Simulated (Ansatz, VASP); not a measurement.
## GaAs in VASP and in Ansatz

File INCAR:

```
SYSTEM = GaAs
ALGO = Normal
EDIFF = 1E-6
ENCUT = 500
GGA = PE
GGA_COMPAT = .False.
ISIF = 2
ISMEAR = 0
LASPH = .True.
LCHARG = .False.
LREAL = .False.
LWAVE = .False.
NBANDS = 16
NELM = 120
PREC = Accurate
SIGMA = 0.05
```

KPOINTS

```
k-points
0
Gamma
  8 8 8
  0 0 0
```

Contents of POSCAR:

```
GaAs
1.0
    0.0000000000      2.8479405770      2.8479405770
    2.8479405770      0.0000000000      2.8479405770
    2.8479405770      2.8479405770      0.0000000000
Ga As
1 1
Direct
    0.0000000000      0.0000000000      0.0000000000
    0.7500000000      0.7500000000      0.7500000000
```

Input for Ansatz:

```yaml
crystal:
  lattice:
    - [0.0, 2.847940577, 2.847940577]
    - [2.847940577, 0.0, 2.847940577]
    - [2.847940577, 2.847940577, 0.0]
  atoms:
    - { symbol: Ga, position: [0.0, 0.0, 0.0] }
    - { symbol: As, position: [0.75, 0.75, 0.75] }
basis:
  ecutwfc: 420
  ecutrho_ratio: 4
kpoints:
  mp_grid: { grid: [8, 8, 8] }
hamiltonian:
  xc: pbe
scf:
  occupations: { method: gaussian, width: 0.05 }
output:
  forces: true
  stress: true
  eigenvalues: true
```

Alike in both runs: task single point; functional PBE; k mesh 8 × 8 × 8; occupations gaussian, width 0.05 eV; no spin polarisation.

|  | VASP | Ansatz |
| --- | --- | --- |
| version | VASP 6.6.1 | Ansatz 0.2.0 |
| potentials or method | VASP PAW PBE potentials, release 64 (Ga_d, As), cutoff 500 eV | scalar-relativistic, plane waves, PAW |
| valence electrons in the cell | 18 | 28 |

Ansatz gave:

| Quantity | Value |
| --- | --- |
| gap on the k mesh at the Fermi level (eV) | 0.35 |
| least direct gap on the mesh (eV) | 0.35 |
| pressure (GPa) | 1.7 |

Question: Which values does VASP return?

Answer: gap on the k mesh at the Fermi level (eV): 0.35; least direct gap on the mesh (eV): 0.35; pressure (GPa): 1.8.

VASP's potentials hold 18 valence electrons a cell and Ansatz's 28, so a difference there can come from the potentials and not from the codes.
